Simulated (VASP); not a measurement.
# ZrB2 (P6/mmm) in VASP: a series of runs, part 2 of 2

VASP 6.6.1. The steps go on from the part before.

### 3 Single point, LDA (volume scaled by 0.98)

Input file INCAR:

```
SYSTEM = ZrB2
PREC     = Accurate       ! precision mode
ENCUT    = 520            ! plane-wave cutoff, eV
EDIFF    = 1E-6           ! SCF threshold, eV
ISMEAR   = -1             ! smearing method
SIGMA    = 0.03           ! smearing width, eV
LREAL    = .False.        ! projectors in reciprocal space
LASPH    = .True.         ! aspherical terms in the spheres
NELM     = 60             ! most SCF steps
ALGO     = Normal         ! electronic algorithm
ISIF     = 2              ! what is computed and relaxed
LWAVE    = .False.        ! write WAVECAR
LCHARG   = .False.        ! write CHGCAR
GGA      = CA             ! functional
NBANDS   = 16             ! bands
```

Input file KPOINTS:

```
regular mesh
0
Gamma
  13 13 10
  0 0 0
```

Input file POSCAR:

```
ZrB2
1.0
    3.1437575759      0.0000000000      0.0000000000
   -1.5718787880      2.7225739241      0.0000000000
    0.0000000000      0.0000000000      3.4963751271
Zr B
1 2
Direct
    0.0000000000      0.0000000000      0.0000000000
    0.3333333333      0.6666666667      0.5000000000
    0.6666666667      0.3333333333      0.5000000000
```

Potentials or basis: VASP PAW LDA potentials, release 64 (Zr_sv, B).

Run with:

```console
> cat potpaw_LDA.64/Zr_sv/POTCAR potpaw_LDA.64/B/POTCAR > POTCAR
> mpirun -np 1 vasp_std > vasp.out
```

OUTCAR:

```text
SYSTEM = ZrB2
   PREC = Accurate
   ENCUT = 520
   EDIFF = 1E-6
   ISMEAR = -1
   LREAL = .False.
   LASPH = .True.
   NELM = 60
   ISIF = 2
   GGA = CA

 ion  position               nearest neighbor table
   1  0.000  0.000  0.000-   2 2.52   3 2.52   2 2.52   3 2.52   3 2.52   3 2.52   2 2.52   2 2.52
                             3 2.52   3 2.52   2 2.52   2 2.52
   2  0.333  0.667  0.500-   3 1.82   3 1.82   3 1.82   1 2.52   1 2.52   1 2.52   1 2.52   1 2.52
                             1 2.52
   3  0.667  0.333  0.500-   2 1.82   2 1.82   2 1.82   1 2.52   1 2.52   1 2.52   1 2.52   1 2.52
                             1 2.52

  LATTYP: Found a hexagonal cell.
 ALAT       =     3.1437575759
 C/A-ratio  =     1.1121643583

  Lattice vectors:

 A1 = (   3.1437575759,   0.0000000000,   0.0000000000)
 A2 = (  -1.5718787880,   2.7225739241,   0.0000000000)
 A3 = (   0.0000000000,   0.0000000000,   3.4963751271)

Analysis of symmetry for initial positions (statically):
=====================================================================
 Subroutine PRICEL returns:
 Original cell was already a primitive cell.

 Routine SETGRP: Setting up the symmetry group for a
 hexagonal supercell.

 Subroutine GETGRP returns: Found 24 space group operations
 (whereof 24 operations were pure point group operations)
 out of a pool of 24 trial point group operations.

The static configuration has the point symmetry D_6h.

Analysis of symmetry for dynamics (positions and initial velocities):
=====================================================================
 Subroutine PRICEL returns:
 Original cell was already a primitive cell.

 Routine SETGRP: Setting up the symmetry group for a
 hexagonal supercell.

 Subroutine GETGRP returns: Found 24 space group operations
 (whereof 24 operations were pure point group operations)
 out of a pool of 24 trial point group operations.

The dynamic configuration has the point symmetry D_6h.

 Subroutine INISYM returns: Found 24 space group operations
 (whereof 24 operations are pure point group operations),
 and found     1 'primitive' translations
[... 119 lines left out ...]
  Fermi-wavevector in a.u.,A,eV,Ry     =   1.381922  2.611453 25.983147  1.909707
  Thomas-Fermi vector in A             =   2.506661
   LORBIT       =      0    0 simple, 1 ext, 2 COOP (PROOUT), +10 PAW based schemes
   GGA     = CA    functional components
   LHFCALC =     F    Hartree Fock is set to
   AEXX    =    0.0000 exact exchange contribution
   IVDW    =     0    specifies the selected vdW correction
   LEPSILON=     F    determine dielectric tensor
   LRPA    =     F    only Hartree local field effects (RPA)
 non-spin polarized calculation
  energy-cutoff  :      520.00
  volume of cell :       29.93
 maximum number of plane-waves:       820
 NGX is ok and might be reduce to    24
   NGX = 11   NGY = 11   NGZ = 13

 number of electron      18.0000000 magnetization

 Free energy of the ion-electron system (eV)
  ---------------------------------------------------
  ext. energy  EPLUGINS =         0.00000000
  ---------------------------------------------------
  free energy    TOTEN  =       -27.48135134 eV

  energy without entropy =      -27.48018269  energy(sigma->0) =      -27.48076702

 E-fermi :  10.8764     XC(G=0): -12.7127

 val. band max:       10.8723698702   @ k =   0.3077   0.1538   0.0000
 cond. band min:      10.8824545169   @ k =   0.0769   0.0769   0.3000
 fundamental gap:      0.0100846467
 Fermi energy:        10.8763684037

 k-point     1 :       0.0000    0.0000    0.0000
  band No.  band energies     occupation
      1     -37.4904      2.00000
      2     -15.8484      2.00000
      3     -15.2462      2.00000
      4     -15.2462      2.00000
      5      -1.9139      2.00000
      6       8.0739      2.00000
[... 433 lines left out ...]
      3     -15.4809      2.00000
      4     -15.2951      2.00000
      5      -1.3015      2.00000
      6       6.9019      2.00000
[... 8 lines left out ...]
     15      17.6305      0.00000
     16      18.3636      0.00000

 [... further k-points ...]

------------------------ aborting loop because EDIFF is reached ----------------------------------------

  FORCE on cell =-STRESS in cart. coord.  units (eV):
  Direction    XX          YY          ZZ          XY          YZ          ZX
  --------------------------------------------------------------------------------------
  -------------------------------------------------------------------------------------
  Total       -0.4065577     -0.4065577     -0.2345274      0.0000000     -0.0000000     -0.0000000
  in kB      -21.7663684    -21.7663684    -12.5561766      0.0000000     -0.0000000     -0.0000000
  external PRESSURE =     -18.6963045 kB  Pullay stress =       0.0000000 kB

 VOLUME and BASIS-vectors are now :
 -----------------------------------------------------------------------------
  energy-cutoff  :      520.00
  volume of cell :       29.93
      direct lattice vectors                 reciprocal lattice vectors
     3.143757576  0.000000000  0.000000000     0.318090685  0.183649742  0.000000000
    -1.571878788  2.722573924  0.000000000     0.000000000  0.367299485  0.000000000
     0.000000000  0.000000000  3.496375127     0.000000000  0.000000000  0.286010500

 POSITION                                       TOTAL-FORCE (eV/Angst)
 -----------------------------------------------------------------------------------
      0.00000      0.00000      0.00000        -0.000000      0.000000      0.000000
     -0.00000      1.81505      1.74819        -0.000000      0.000000      0.000000
      1.57188      0.90752      1.74819         0.000000      0.000000      0.000000
 -----------------------------------------------------------------------------------
    total drift:                               -0.000000      0.000000     -0.000000

  FREE ENERGIE OF THE ION-ELECTRON SYSTEM (eV)
  ---------------------------------------------------
  free  energy   TOTEN  =       -27.4813513430 eV

  energy  without entropy=      -27.4801826911  energy(sigma->0) =      -27.48076702
```

Wall time 65 s (1 thread of Intel Xeon 8259CL, shared host); peak memory 0.17 GiB.

What came out:

```yaml
Free_energy: -27.4814 eV
Pressure: -1.9 GPa
Band_gap_on_the_k_mesh: zero (band 9 reaches 11.37 eV, above the bottom of band 10 at 10.47 eV)
```

### 4 Single point, LDA (volume scaled by 1.01)

Input file INCAR:

```
SYSTEM = ZrB2
ALGO     = Normal         ! electronic algorithm
EDIFF    = 1E-6           ! SCF threshold, eV
ENCUT    = 520            ! plane-wave cutoff, eV
GGA      = CA             ! functional
ISIF     = 2              ! what is computed and relaxed
ISMEAR   = -1             ! smearing method
LASPH    = .TRUE.         ! aspherical terms in the spheres
LCHARG   = .FALSE.        ! write CHGCAR
LREAL    = .FALSE.        ! projectors in reciprocal space
LWAVE    = .FALSE.        ! write WAVECAR
NBANDS   = 16             ! bands
NELM     = 80             ! most SCF steps
PREC     = Accurate       ! precision mode
SIGMA    = 0.03           ! smearing width, eV
```

Input file KPOINTS:

```
k-points
0
G
  13 13 10
  0 0 0
```

Input file POSCAR:

```
ZrB2
1.0
    3.1755148523      0.0000000000      0.0000000000
   -1.5877574262      2.7500765323      0.0000000000
    0.0000000000      0.0000000000      3.5316944381
Zr B
1 2
Direct
    0.0000000000      0.0000000000      0.0000000000
    0.3333333333      0.6666666667      0.5000000000
    0.6666666667      0.3333333333      0.5000000000
```

Run with:

```console
> cat potpaw_LDA.64/Zr_sv/POTCAR potpaw_LDA.64/B/POTCAR > POTCAR
> mpirun -np 1 vasp_std > vasp.out
```

Run time: 65 s. Hardware: 1 thread of Intel Xeon 8259CL, shared host; peak memory 0.18 GiB.

The run converged. Its results:

* Free energy: -27.4501 eV
* Pressure: -9.1 GPa
* Band gap on the k mesh: zero (band 9 reaches 11.01 eV, above the bottom of band 10 at 10.14 eV)

Stress tensor (GPa, compression positive):
```
-9.57  0.00  0.00
 0.00 -9.57  0.00
 0.00  0.00 -8.12
```

Levels at points of the mesh, in eV from the Fermi level:
```tsv
k point	band 5	band 6	band 7	band 8	band 9	band 10	band 11	band 12	band 13	band 14
(0.00, 0.00, 0.00)	-12.65	-2.74	-2.74	-2.69	-2.39	3.25	3.25	4.04	4.04	4.85
(0.00, 0.00, 0.50)	-10.59	-7.01	-1.07	-1.07	0.19	0.19	0.65	0.65	1.71	4.90
```

### 5 Summary

| cell | gap on the mesh (eV) | pressure (GPa) |
| --- | --- | --- |
| a = 3.100, b = 3.100, c = 3.448 Å, angles 90.0, 90.0, 120.0°, 3 atoms | none | 9.6 |
| a = 3.144, b = 3.144, c = 3.496 Å, angles 90.0, 90.0, 120.0°, 3 atoms | none | -1.9 |
| a = 3.176, b = 3.176, c = 3.532 Å, angles 90.0, 90.0, 120.0°, 3 atoms | none | -9.1 |

Alike in all rows: task single point; level LDA; potentials or basis VASP PAW LDA potentials, release 64 (Zr_sv, B); no spin polarisation; k mesh 13 × 13 × 10; cutoff (eV) 520; smearing fermi-dirac 0.03 eV.

Absolute energies hang on the potentials; compare differences alone.
